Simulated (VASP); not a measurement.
# BeTe (F-43m) in VASP: notebook, part 2 of 2

VASP 6.6.1. Earlier steps stand in the parts before.

## 3. Single point, LDA

INCAR reads:

```
SYSTEM = BeTe
PREC = Accurate
ENCUT = 520
EDIFF = 1E-6
ISMEAR = 0
SIGMA = 0.01
LREAL = .FALSE.
LASPH = .TRUE.
NELM = 100
ALGO = Normal
ISIF = 2
LWAVE = .FALSE.
LCHARG = .FALSE.
GGA = CA
NBANDS = 11
```

KPOINTS reads:

```
Automatic mesh
0
G
  8 8 8
  0 0 0
```

POSCAR reads:

```
BeTe
1.0
    2.8088821884      2.8088821884      0.0000000000
   -2.8088821884      2.8088821884      0.0000000000
    0.0000000000      2.8088821884      2.8088821884
Be Te
1 1
Direct
    0.0000000000      0.0000000000      0.0000000000
    0.7500000000      0.2500000000      0.5000000000
```

Potentials or basis: VASP PAW LDA potentials, release 64 (Be, Te).

Launch:

```console
> cat potpaw_LDA.64/Be/POTCAR potpaw_LDA.64/Te/POTCAR > POTCAR
> mpirun -np 1 vasp_std > vasp.out
```

OUTCAR:

```text
SYSTEM = BeTe
   PREC = Accurate
   ENCUT = 520
   EDIFF = 1E-6
   ISMEAR = 0
   LREAL = .FALSE.
   LASPH = .TRUE.
   NELM = 100
   ISIF = 2
   GGA = CA

 ion  position               nearest neighbor table
   1  0.000  0.000  0.000-   2 2.43   2 2.43   2 2.43   2 2.43
   2  0.750  0.250  0.500-   1 2.43   1 2.43   1 2.43   1 2.43

  LATTYP: Found a face centered cubic cell.
 ALAT       =     5.6177643768

  Lattice vectors:

 A1 = (   0.0000000000,   2.8088821884,   2.8088821884)
 A2 = (   2.8088821884,   0.0000000000,   2.8088821884)
 A3 = (   2.8088821884,   2.8088821884,   0.0000000000)

Analysis of symmetry for initial positions (statically):
=====================================================================
 Subroutine PRICEL returns:
 Original cell was already a primitive cell.

 Routine SETGRP: Setting up the symmetry group for a
 face centered cubic supercell.

 Subroutine GETGRP returns: Found 24 space group operations
 (whereof 24 operations were pure point group operations)
 out of a pool of 48 trial point group operations.

The static configuration has the point symmetry T_d .

Analysis of symmetry for dynamics (positions and initial velocities):
=====================================================================
 Subroutine PRICEL returns:
 Original cell was already a primitive cell.

 Routine SETGRP: Setting up the symmetry group for a
 face centered cubic supercell.

 Subroutine GETGRP returns: Found 24 space group operations
 (whereof 24 operations were pure point group operations)
 out of a pool of 48 trial point group operations.

The dynamic configuration has the point symmetry T_d .

 Subroutine INISYM returns: Found 24 space group operations
 (whereof 24 operations are pure point group operations),
 and found     1 'primitive' translations

----------------------------------------------------------------------------------------

                                     Primitive cell

  volume of cell :      44.3231

  direct lattice vectors                    reciprocal lattice vectors
     2.808882188  2.808882188  0.000000000     0.178006754  0.178006754 -0.178006754
    -2.808882188  2.808882188  0.000000000    -0.178006754  0.178006754 -0.178006754
     0.000000000  2.808882188  2.808882188     0.000000000  0.000000000  0.356013507

  length of vectors
     3.972359286  3.972359286  3.972359286     0.308316742  0.308316742  0.356013507

  position of ions in fractional coordinates (direct lattice)
     0.000000000  0.000000000  0.000000000
     0.750000000  0.250000000  0.500000000

  ion indices of the primitive-cell ions
   primitive index   ion index
                 1           1
                 2           2

----------------------------------------------------------------------------------------

 KPOINTS: Automatic mesh

Automatic generation of k-mesh.
 Grid dimensions read from file:
 generate k-points for:    8    8    8

 Generating k-lattice:

  Cartesian coordinates                     Fractional coordinates (reciprocal lattice)
     0.022250844  0.022250844 -0.022250844     0.125000000  0.000000000  0.000000000
    -0.022250844  0.022250844 -0.022250844     0.000000000  0.125000000  0.000000000
     0.000000000  0.000000000  0.044501688     0.000000000  0.000000000  0.125000000

  Length of vectors
     0.038539593  0.038539593  0.044501688

  Shift w.r.t. Gamma in fractional coordinates (k-lattice)
     0.000000000  0.000000000  0.000000000

 Subroutine IBZKPT returns following result:
 ===========================================

 Found     29 irreducible k-points:

 Following reciprocal coordinates:
            Coordinates               Weight
  0.000000  0.000000  0.000000      1.000000
  0.125000  0.000000  0.000000      8.000000
  0.250000  0.000000  0.000000      8.000000
  0.375000  0.000000  0.000000      8.000000
  0.500000  0.000000  0.000000      4.000000
  0.125000  0.125000  0.000000     12.000000
[... 16 lines left out ...]
  0.375000  0.250000  0.125000     48.000000
  0.500000  0.250000  0.125000     24.000000
 [... further k-points ...]
   k-points           NKPTS =     29   k-points in BZ     NKDIM =     29   number of bands    NBANDS=     11
   number of dos      NEDOS =    301   number of ions     NIONS =      2
   total plane-waves  NPLWV =  27000
   dimension x,y,z NGX =    30 NGY =   30 NGZ =   30
   dimension x,y,z NGXF=    60 NGYF=   60 NGZF=   60
   ions per type =               1   1
   NGX,Y,Z   is equivalent  to a cutoff of  12.56, 12.56, 12.56 a.u.
   NGXF,Y,Z  is equivalent  to a cutoff of  25.11, 25.11, 25.11 a.u.
 SYSTEM =  BeTe
   PREC   = accura    normal or accurate (medium, high low for compatibility)
   ISTART =      0    job   : 0-new  1-cont  2-samecut
   ICHARG =      2    charge: 1-file 2-atom 10-const
   ISPIN  =      1    spin polarized calculation?
   LNONCOLLINEAR =      F non collinear calculations
   LSORBIT =      F    spin-orbit coupling
   LASPH  =      T    aspherical Exc in radial PAW
   ENCUT  =  520.0 eV  38.22 Ry    6.18 a.u.   7.39  7.39  7.39*2*pi/ulx,y,z
   NELM   =    100;   NELMIN=  2; NELMDL= -5     # of ELM steps
   EDIFF  = 0.1E-05   stopping-criterion for ELM
   LREAL  =      F    real-space projection
   EDIFFG = 0.1E-04   stopping-criterion for IOM
   NSW    =      0    number of steps for IOM
   IBRION =     -1    ionic relax: 0-MD 1-quasi-New 2-CG
   NFREE  =      0    steps in history (QN), initial steepest desc. (CG)
   ISIF   =      2    stress and relaxation
   ISYM   =      2    0-nonsym 1-usesym 2-fastsym
   POTIM  = 0.5000    time-step for ionic-motion
   TEBEG  =    0.0;   TEEND  =   0.0 temperature during run
   PSTRESS=    0.0 pullay stress
   NELECT =       8.0000    total number of electrons
   NUPDOWN=      -1.0000    fix difference up-down
   EMIN   =  10.00;   EMAX   =-10.00  energy-range for DOS
   EFERMI =   0.00;   METHOD = LEGACY
   ISMEAR =     0;   SIGMA  =   0.01  broadening in eV -4-tet -1-fermi 0-gaus
   EFERMI_NEDOS =   21; number of points for ismear=-14 and -15
   IALGO  =     38    algorithm
   IMIX   =      4    mixing-type and parameters
     AMIX     =   0.40;   BMIX     =  1.00
     AMIX_MAG =   1.60;   BMIX_MAG =  1.00
  volume/ion in A,a.u.               =      22.16       149.55
  Fermi-wavevector in a.u.,A,eV,Ry     =   0.925184  1.748344 11.646109  0.855965
  Thomas-Fermi vector in A             =   2.051010
   LORBIT       =      0    0 simple, 1 ext, 2 COOP (PROOUT), +10 PAW based schemes
   GGA     = CA    functional components
   LHFCALC =     F    Hartree Fock is set to
   AEXX    =    0.0000 exact exchange contribution
   IVDW    =     0    specifies the selected vdW correction
   LEPSILON=     F    determine dielectric tensor
   LRPA    =     F    only Hartree local field effects (RPA)
 non-spin polarized calculation
 Gauss-broadening in eV      SIGMA  =   0.01
  energy-cutoff  :      520.00
  volume of cell :       44.32
 maximum number of plane-waves:      1243
 NGX is ok and might be reduce to    30
   NGX = 15   NGY = 15   NGZ = 15

 number of electron       8.0000000 magnetization

 Free energy of the ion-electron system (eV)
  ---------------------------------------------------
  ext. energy  EPLUGINS =         0.00000000
  ---------------------------------------------------
  free energy    TOTEN  =        -8.71928122 eV

  energy without entropy =       -8.71928122  energy(sigma->0) =       -8.71928122

 E-fermi :   5.0690     XC(G=0):  -9.2994

 val. band max:        5.0273311074   @ k =   0.0000   0.0000   0.0000
 cond. band min:       6.8791994855   @ k =   0.5000   0.5000   0.0000
 fundamental gap:      1.8518683781
 Fermi energy:         5.0690405249

 k-point     1 :       0.0000    0.0000    0.0000
  band No.  band energies     occupation
      1      -7.3411      2.00000
      2       5.0273      2.00000
      3       5.0273      2.00000
      4       5.0273      2.00000
      5       8.6059      0.00000
      6       8.6059      0.00000
      7       8.6059      0.00000
      8       8.8061      0.00000
      9      13.2117      0.00000
     10      15.2803      0.00000
     11      15.2803      0.00000
[... 309 lines left out ...]
 k-point    24 :       0.5000    0.2500    0.1250
  band No.  band energies     occupation
      1      -5.7502      2.00000
      2      -0.1217      2.00000
      3       2.1093      2.00000
      4       3.0985      2.00000
      5       9.1551      0.00000
      6       9.3894      0.00000
      7      11.6674      0.00000
      8      12.7198      0.00000
      9      13.4350      0.00000
     10      16.5060      0.00000
     11      16.8320      0.00000

 [... further k-points ...]
[... 5 lines left out ...]
  --------------------------------------------------------------------------------------
  -------------------------------------------------------------------------------------
  Total       -0.4919355     -0.4919355     -0.4919355      0.0000000      0.0000000     -0.0000000
  in kB      -17.7823089    -17.7823089    -17.7823089      0.0000000      0.0000000     -0.0000000
  external PRESSURE =     -17.7823089 kB  Pullay stress =       0.0000000 kB

 VOLUME and BASIS-vectors are now :
 -----------------------------------------------------------------------------
  energy-cutoff  :      520.00
  volume of cell :       44.32
      direct lattice vectors                 reciprocal lattice vectors
     2.808882188  2.808882188  0.000000000     0.178006754  0.178006754 -0.178006754
    -2.808882188  2.808882188  0.000000000    -0.178006754  0.178006754 -0.178006754
     0.000000000  2.808882188  2.808882188     0.000000000  0.000000000  0.356013507

 POSITION                                       TOTAL-FORCE (eV/Angst)
 -----------------------------------------------------------------------------------
      0.00000      0.00000      0.00000        -0.000000      0.000000      0.000000
      1.40444      4.21332      1.40444         0.000000     -0.000000      0.000000
 -----------------------------------------------------------------------------------
    total drift:                               -0.000000      0.000000      0.000000

  FREE ENERGIE OF THE ION-ELECTRON SYSTEM (eV)
  ---------------------------------------------------
  free  energy   TOTEN  =        -8.7192812202 eV

  energy  without entropy=       -8.7192812202  energy(sigma->0) =       -8.71928122
```

stdout:

```text
POSCAR found type information on POSCAR BeTe
 POSCAR found :  2 types and       2 ions
 scaLAPACK will be used
 LDA part: xc-table for (Slater(with rela. corr.)+CA(PZ))
 , standard interpolation
 POSCAR, INCAR and KPOINTS ok, starting setup
 FFT: planning ... GRIDC
 FFT: planning ... GRID_SOFT
 FFT: planning ... GRID
 WAVECAR not read
 entering main loop
```

Wall time 7 s (1 thread of Intel Xeon 6975P-C (Granite Rapids), shared host); peak memory 0.15 GiB.

What came out:

| Quantity | Value |
| --- | --- |
| Free energy | -8.7193 eV |
| Pressure | -1.8 GPa |
| Band gap on the k mesh | 1.85 eV, indirect (least direct gap 3.58 eV) |

Caveat: spin-orbit coupling is left out, which moves the levels of the heavy elements. A k mesh can miss the band edges.
